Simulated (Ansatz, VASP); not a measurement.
Si: VASP beside Ansatz

Contents of INCAR:

```
PREC = Accurate
ENCUT = 520
EDIFF = 1E-6
ISMEAR = -1
SIGMA = 0.05
LREAL = F
LASPH = T
NELM = 80
ALGO = Normal
ISIF = 2
LWAVE = F
LCHARG = F
GGA = PS
NBANDS = 8
```

KPOINTS

```
regular mesh
0
Gamma
  12 12 11
```

Contents of POSCAR:

```
Si
1.0
    2.6719390558      0.0000000000      0.0000000000
   -1.3359695279      2.3139670997      0.0000000000
    0.0000000000      0.0000000000      2.5147265607
Si
1
Direct
    0.0000000000      0.0000000000      0.0000000000
```

The input input.yaml:

```yaml
crystal:
  lattice:
    - [2.6719390558, 0.0, 0.0]
    - [-1.3359695279, 2.3139670997, 0.0]
    - [0.0, 0.0, 2.5147265607]
  atoms:
    - { symbol: Si, position: [0.0, 0.0, 0.0] }
kpoints:
  mp_grid: { grid: [12, 12, 11] }
scf:
  occupations: { method: fermi_dirac, width: 0.05 }
hamiltonian:
  xc: pbesol
  pseudopotentials: { kind: all_electron, lapw: { basis_error: 0.0005 } }
output:
  forces: true
  stress: true
  eigenvalues: true
```

Change from the starting cell: volume scaled by 1.06.

Alike in both runs: task single point; functional PBEsol; k mesh 12 × 12 × 11; occupations fermi-dirac, width 0.05 eV; no spin polarisation.

|  | VASP | Ansatz |
| --- | --- | --- |
| version | VASP 6.6.1 | Ansatz 0.2.0 |
| potentials or method | VASP PAW PBE potentials, release 64 (Si), cutoff 520 eV | all-electron LAPW, scalar-relativistic |

```tsv
	VASP	Ansatz	Ansatz less VASP
gap on the k mesh at the Fermi level (eV)	none	none	-
pressure (GPa)	-5.4	-5.5	-0.11
traceless stress, the component that is largest in VASP (GPa)	2.13	2.10	-0.028
```

VASP's potentials were made for PBE, not for PBEsol. A gap of «none» marks a metal or a gap that the smearing closes. Ansatz ran all-electron here, and VASP with PAW potentials.
